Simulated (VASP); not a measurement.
# Sc (C2/m) in VASP: further runs

Sc is run at these levels: PBE; tasks: single point.

Program: VASP 6.6.1. These are calculated values, not measurements. Logs are shortened: lines on timing, memory, paths and dates and some standing lists are left out, and cuts for length are marked.

## Step 1: The cell of the first run

Symmetry: C2/m, No. 12, monoclinic system. The conventional cell has a = 5.731 Å, b = 3.309 Å, c = 5.268 Å, α = 90.00°, β = 90.57°, γ = 90.00°. Sc (site symmetry m) has 12 Sc at 3.24 to 3.31 Å within 4.3 Å.

## Step 2: Single point, PBE (strain -0.0100 x Voigt [0, 0, 0, 1, 0, 0])

Input file INCAR:

```
PREC     = Accurate       # precision mode
ENCUT    = 520            # plane-wave cutoff, eV
EDIFF    = 1E-6           # SCF threshold, eV
ISMEAR   = 0              # smearing method
SIGMA    = 0.15           # smearing width, eV
LREAL    = False          # projectors in reciprocal space
LASPH    = True           # aspherical terms in the spheres
NELM     = 60             # most SCF steps
ALGO     = Fast           # electronic algorithm
ISIF     = 2              # what is computed and relaxed
LWAVE    = False          # write WAVECAR
LCHARG   = False          # write CHGCAR
GGA      = PE             # functional
NBANDS   = 18             # bands
```

Input file KPOINTS:

```
regular mesh
0
Gamma
  18 18 10
```

Input file POSCAR:

```
Sc
1.0
    3.3087978973      0.0000000000      0.0000000000
   -1.6543989486      2.8655030350     -0.0143275152
    0.0000000000     -0.0263400000      5.2680000000
Sc
2
Direct
    0.3333333333      0.6666666667      0.2500000000
    0.6666666667      0.3333333333      0.7500000000
```

Potentials or basis: VASP PAW PBE potentials, release 64 (Sc_sv).

Command:

```bash
$ cat potpaw_PBE.64/Sc_sv/POTCAR > POTCAR
$ mpirun -np 1 vasp_std > vasp.out
```

OUTCAR:

```text
PREC = Accurate
   ENCUT = 520
   EDIFF = 1E-6
   ISMEAR = 0
   LREAL = False
   LASPH = True
   NELM = 60
   ISIF = 2
   GGA = PE

 ion  position               nearest neighbor table
   1  0.333  0.667  0.250-   2 3.24   2 3.25   2 3.25   2 3.26   2 3.26   2 3.27
   2  0.667  0.333  0.750-   1 3.24   1 3.25   1 3.25   1 3.26   1 3.26   1 3.27

  LATTYP: Found a base centered monoclinic cell.
 ALAT       =     5.7310777071
 B/A-ratio  =     0.5773430525
 C/A-ratio  =     0.9192103333
 COS(beta)  =    -0.0099997500

  Lattice vectors:

 A1 = (   1.6543989487,   2.8655030350,  -0.0143275152)
 A2 = (  -1.6543989486,   2.8655030350,  -0.0143275152)
 A3 = (   0.0000000000,  -0.0263400000,   5.2680000000)

Analysis of symmetry for initial positions (statically):
=====================================================================
 Subroutine PRICEL returns:
 Original cell was already a primitive cell.

 Routine SETGRP: Setting up the symmetry group for a
 base centered monoclinic supercell.

 Subroutine GETGRP returns: Found  4 space group operations
 (whereof  4 operations were pure point group operations)
 out of a pool of  4 trial point group operations.

The static configuration has the point symmetry C_2h.

Analysis of symmetry for dynamics (positions and initial velocities):
=====================================================================
 Subroutine PRICEL returns:
 Original cell was already a primitive cell.

 Routine SETGRP: Setting up the symmetry group for a
 base centered monoclinic supercell.

 Subroutine GETGRP returns: Found  4 space group operations
 (whereof  4 operations were pure point group operations)
 out of a pool of  4 trial point group operations.

The dynamic configuration has the point symmetry C_2h.

 Subroutine INISYM returns: Found  4 space group operations
 (whereof  4 operations are pure point group operations),
 and found     1 'primitive' translations

----------------------------------------------------------------------------------------

                                     Primitive cell

  volume of cell :      49.9466

  direct lattice vectors                    reciprocal lattice vectors
     3.308797897  0.000000000  0.000000000     0.302224563  0.174493795  0.000872469
    -1.654398949  2.865503035 -0.014327515     0.000000000  0.348987591  0.001744938
     0.000000000 -0.026340000  5.268000000     0.000000000  0.000949151  0.189830106

  length of vectors
     3.308797897  3.308828917  5.268065850     0.348982138  0.348991953  0.189832479

  position of ions in fractional coordinates (direct lattice)
     0.333333333  0.666666667  0.250000000
     0.666666667  0.333333333  0.750000000

  ion indices of the primitive-cell ions
   primitive index   ion index
                 1           1
                 2           2

----------------------------------------------------------------------------------------

 KPOINTS: regular mesh

Automatic generation of k-mesh.
 Grid dimensions read from file:
 generate k-points for:   18   18   10

 Generating k-lattice:

  Cartesian coordinates                     Fractional coordinates (reciprocal lattice)
     0.016790254  0.009694100  0.000048470     0.055555556 -0.000000000  0.000000000
     0.000000000  0.019388199  0.000096941     0.000000000  0.055555556  0.000000000
     0.000000000  0.000094915  0.018983011     0.000000000  0.000000000  0.100000000

  Length of vectors
     0.019387897  0.019388442  0.018983248

  Shift w.r.t. Gamma in fractional coordinates (k-lattice)
     0.000000000  0.000000000  0.000000000

 Subroutine IBZKPT returns following result:
 ===========================================

 Found    866 irreducible k-points:

 Following reciprocal coordinates:
            Coordinates               Weight
  0.000000  0.000000  0.000000      1.000000
  0.055556 -0.000000  0.000000      4.000000
  0.111111 -0.000000  0.000000      4.000000
  0.166667  0.000000  0.000000      4.000000
  0.222222 -0.000000  0.000000      4.000000
  0.277778 -0.000000  0.000000      4.000000
[... 16 lines left out ...]
 -0.333333  0.055556  0.000000      4.000000
 -0.277778  0.055556  0.000000      4.000000
 [... further k-points ...]
   k-points           NKPTS =    866   k-points in BZ     NKDIM =    866   number of bands    NBANDS=     18
   number of dos      NEDOS =    301   number of ions     NIONS =      2
   total plane-waves  NPLWV =  31360
   dimension x,y,z NGX =    28 NGY =   28 NGZ =   40
   dimension x,y,z NGXF=    56 NGYF=   56 NGZF=   80
   ions per type =               2
   NGX,Y,Z   is equivalent  to a cutoff of  14.07, 14.07, 12.62 a.u.
   NGXF,Y,Z  is equivalent  to a cutoff of  28.14, 28.14, 25.25 a.u.
 SYSTEM =  unknown system
   PREC   = accura    normal or accurate (medium, high low for compatibility)
   ISTART =      0    job   : 0-new  1-cont  2-samecut
   ICHARG =      2    charge: 1-file 2-atom 10-const
   ISPIN  =      1    spin polarized calculation?
   LNONCOLLINEAR =      F non collinear calculations
   LSORBIT =      F    spin-orbit coupling
   LASPH  =      T    aspherical Exc in radial PAW
   ENCUT  =  520.0 eV  38.22 Ry    6.18 a.u.   6.15  6.15  9.80*2*pi/ulx,y,z
   NELM   =     60;   NELMIN=  2; NELMDL= -5     # of ELM steps
   EDIFF  = 0.1E-05   stopping-criterion for ELM
   LREAL  =      F    real-space projection
   EDIFFG = 0.1E-04   stopping-criterion for IOM
   NSW    =      0    number of steps for IOM
   IBRION =     -1    ionic relax: 0-MD 1-quasi-New 2-CG
   NFREE  =      0    steps in history (QN), initial steepest desc. (CG)
   ISIF   =      2    stress and relaxation
   ISYM   =      2    0-nonsym 1-usesym 2-fastsym
   POTIM  = 0.5000    time-step for ionic-motion
   TEBEG  =    0.0;   TEEND  =   0.0 temperature during run
   PSTRESS=    0.0 pullay stress
   NELECT =      22.0000    total number of electrons
   NUPDOWN=      -1.0000    fix difference up-down
   EMIN   =  10.00;   EMAX   =-10.00  energy-range for DOS
   EFERMI =   0.00;   METHOD = LEGACY
   ISMEAR =     0;   SIGMA  =   0.15  broadening in eV -4-tet -1-fermi 0-gaus
   EFERMI_NEDOS =   21; number of points for ismear=-14 and -15
   IALGO  =     68    algorithm
   IMIX   =      4    mixing-type and parameters
     AMIX     =   0.40;   BMIX     =  1.00
     AMIX_MAG =   1.60;   BMIX_MAG =  1.00
  volume/ion in A,a.u.               =      24.97       168.53
  Fermi-wavevector in a.u.,A,eV,Ry     =   1.245605  2.353852 21.109876  1.551532
  Thomas-Fermi vector in A             =   2.379820
   LORBIT       =      0    0 simple, 1 ext, 2 COOP (PROOUT), +10 PAW based schemes
   GGA     = PE    functional components
   LHFCALC =     F    Hartree Fock is set to
   AEXX    =    0.0000 exact exchange contribution
   IVDW    =     0    specifies the selected vdW correction
   LEPSILON=     F    determine dielectric tensor
   LRPA    =     F    only Hartree local field effects (RPA)
 non-spin polarized calculation
 RMM-DIIS sequential band-by-band and
 Gauss-broadening in eV      SIGMA  =   0.15
  energy-cutoff  :      520.00
  volume of cell :       49.95
 maximum number of plane-waves:      1375
 NGX is ok and might be reduce to    28
   NGX = 13   NGY = 13   NGZ = 19

 number of electron      22.0000000 magnetization

 Free energy of the ion-electron system (eV)
  ---------------------------------------------------
  ext. energy  EPLUGINS =         0.00000000
  ---------------------------------------------------
  free energy    TOTEN  =       -12.51644629 eV

  energy without entropy =      -12.46770827  energy(sigma->0) =      -12.49207728

 E-fermi :   3.6067     XC(G=0):  -9.8255

 val. band max:        3.6065799669   @ k =   0.1111   0.2778   0.0000
 cond. band min:       3.6074427611   @ k =   0.0556  -0.3889   0.4000
 fundamental gap:      0.0008627942
 Fermi energy:         3.6066948640

 k-point     1 :       0.0000    0.0000    0.0000
  band No.  band energies     occupation
      1     -45.8486      2.00000
      2     -45.7869      2.00000
      3     -24.6562      2.00000
      4     -24.3313      2.00000
      5     -24.3313      2.00000
      6     -24.2746      2.00000
[... 10 lines left out ...]
     17       5.9673      0.00000
     18       5.9692      0.00000

 k-point     2 :       0.0556   -0.0000    0.0000
  band No.  band energies     occupation
      1     -45.8471      2.00000
      2     -45.7863      2.00000
      3     -24.6524      2.00000
      4     -24.3392      2.00000
      5     -24.3339      2.00000
      6     -24.2828      2.00000
[... 10 lines left out ...]
     17       5.9079      0.00000
     18       5.9267      0.00000

 k-point     3 :       0.1111   -0.0000    0.0000
  band No.  band energies     occupation
      1     -45.8430      2.00000
      2     -45.7847      2.00000
      3     -24.6412      2.00000
      4     -24.3621      2.00000
      5     -24.3415      2.00000
      6     -24.3064      2.00000
[... 10 lines left out ...]
     17       5.7838      0.00000
     18       5.8172      0.00000

 k-point     4 :       0.1667    0.0000    0.0000
  band No.  band energies     occupation
      1     -45.8366      2.00000
      2     -45.7823      2.00000
      3     -24.6233      2.00000
      4     -24.3972      2.00000
      5     -24.3527      2.00000
      6     -24.3422      2.00000
[... 375 lines left out ...]
      4     -24.5271      2.00000
      5     -24.4894      2.00000
      6     -24.4011      2.00000
[... 10 lines left out ...]
     17       6.9120      0.00000
     18       7.1778      0.00000

 k-point    23 :      -0.3333    0.0556    0.0000
  band No.  band energies     occupation
      1     -45.8143      2.00000
      2     -45.7758      2.00000
      3     -24.5561      2.00000
      4     -24.5090      2.00000
      5     -24.4549      2.00000
      6     -24.3874      2.00000
[... 10 lines left out ...]
     17       6.5498      0.00000
     18       6.8244      0.00000

 k-point    24 :      -0.2778    0.0556    0.0000
  band No.  band energies     occupation
      1     -45.8233      2.00000
      2     -45.7780      2.00000
      3     -24.5843      2.00000
      4     -24.4639      2.00000
      5     -24.4159      2.00000
      6     -24.3706      2.00000
[... 10 lines left out ...]
     17       6.1762      0.00000
     18       6.4870      0.00000

 [... further k-points ...]

------------------------ aborting loop because EDIFF is reached ----------------------------------------

  FORCE on cell =-STRESS in cart. coord.  units (eV):
  Direction    XX          YY          ZZ          XY          YZ          ZX
  --------------------------------------------------------------------------------------
  -------------------------------------------------------------------------------------
  Total       -0.0155895     -0.0156750     -0.4983395     -0.0000000      0.0855654      0.0000000
  in kB       -0.5000772     -0.5028206    -15.9856347     -0.0000000      2.7447485      0.0000000
  external PRESSURE =      -5.6628442 kB  Pullay stress =       0.0000000 kB

 VOLUME and BASIS-vectors are now :
 -----------------------------------------------------------------------------
  energy-cutoff  :      520.00
  volume of cell :       49.95
      direct lattice vectors                 reciprocal lattice vectors
     3.308797897  0.000000000  0.000000000     0.302224563  0.174493795  0.000872469
    -1.654398949  2.865503035 -0.014327515     0.000000000  0.348987591  0.001744938
     0.000000000 -0.026340000  5.268000000     0.000000000  0.000949151  0.189830106

 POSITION                                       TOTAL-FORCE (eV/Angst)
 -----------------------------------------------------------------------------------
     -0.00000      1.90375      1.30745        -0.000000     -0.000513     -0.000000
      1.65440      0.93541      3.94622         0.000000      0.000513      0.000000
 -----------------------------------------------------------------------------------
    total drift:                                0.000000     -0.000000     -0.000000

  FREE ENERGIE OF THE ION-ELECTRON SYSTEM (eV)
  ---------------------------------------------------
  free  energy   TOTEN  =       -12.5164462911 eV

  energy  without entropy=      -12.4677082711  energy(sigma->0) =      -12.49207728
```

Wall time 10 min (1 thread of Intel Xeon Platinum 8488C (Sapphire Rapids), shared host); peak memory 0.7 GiB.

What came out:

```yaml
Free_energy: -12.5164 eV
Pressure: -0.6 GPa
Band_gap_on_the_k_mesh: zero (bands 11 and 12 overlap by 1.35 eV)
```

Caveat: the cell differs from its parent crystal (strain -0.0100 x Voigt [0, 0, 0, 1, 0, 0]).

## Step 3: Single point, PBE (strain +0.0050 x Voigt [0, 0, 0, 1, 0, 0])

Input file INCAR:

```
ALGO = Fast
EDIFF = 1E-6
ENCUT = 520
GGA = PE
ISIF = 2
ISMEAR = 0
LASPH = T
LCHARG = T
LELF = T
LREAL = F
LVHAR = T
LWAVE = F
NBANDS = 18
NELM = 100
PREC = Accurate
SIGMA = 0.15
```

Input file KPOINTS:

```
k-points
0
Gamma
  18 18 10
```

Input file POSCAR:

```
Sc
1.0
    3.3087978973      0.0000000000      0.0000000000
   -1.6543989486      2.8655030350      0.0071637576
    0.0000000000      0.0131700000      5.2680000000
Sc
2
Direct
    0.3333333333      0.6666666667      0.2500000000
    0.6666666667      0.3333333333      0.7500000000
```

Potentials or basis: VASP PAW PBE potentials, release 64 (Sc_sv).

Command:

```bash
$ cat potpaw_PBE.64/Sc_sv/POTCAR > POTCAR
$ mpirun -np 1 vasp_std > vasp.out
```

Run time: 9.7 min. Hardware: 1 thread of Intel Xeon Platinum 8488C (Sapphire Rapids), shared host; peak memory 0.69 GiB.

It converged, with:

```yaml
Free_energy: -12.5168 eV
Pressure: -0.6 GPa
Band_gap_on_the_k_mesh: zero (bands 11 and 12 overlap by 1.35 eV)
```

Stress tensor (GPa, compression positive):
```
-0.05  0.00  0.00
 0.00 -0.05 -0.14
 0.00 -0.14 -1.60
```

Levels at points of the mesh, in eV from the Fermi level:
| k point | band 7 | band 8 | band 9 | band 10 | band 11 | band 12 | band 13 | band 14 | band 15 | band 16 |
| --- | --- | --- | --- | --- | --- | --- | --- | --- | --- | --- |
| (0.00, 0.00, 0.00) | -27.88 | -27.87 | -5.11 | -1.66 | 0.43 | 1.59 | 1.59 | 1.71 | 2.00 | 2.00 |
| (0.50, 0.00, 0.00) | -27.96 | -27.92 | -1.58 | -1.03 | -0.68 | -0.30 | 1.21 | 1.40 | 1.76 | 3.76 |
| (0.00, 0.50, 0.00) | -27.96 | -27.92 | -1.58 | -1.03 | -0.68 | -0.30 | 1.21 | 1.40 | 1.76 | 3.74 |
| (0.00, 0.00, 0.50) | -27.91 | -27.91 | -3.62 | -3.62 | 0.89 | 0.89 | 1.53 | 1.53 | 1.54 | 1.54 |
| (0.50, 0.00, 0.50) | -27.97 | -27.97 | -1.46 | -1.45 | 0.04 | 0.05 | 1.23 | 1.25 | 2.38 | 2.39 |
| (0.00, 0.50, 0.50) | -27.97 | -27.96 | -1.46 | -1.45 | 0.03 | 0.05 | 1.22 | 1.26 | 2.38 | 2.39 |

Caveat: the cell differs from its parent crystal (strain +0.0050 x Voigt [0, 0, 0, 1, 0, 0]).
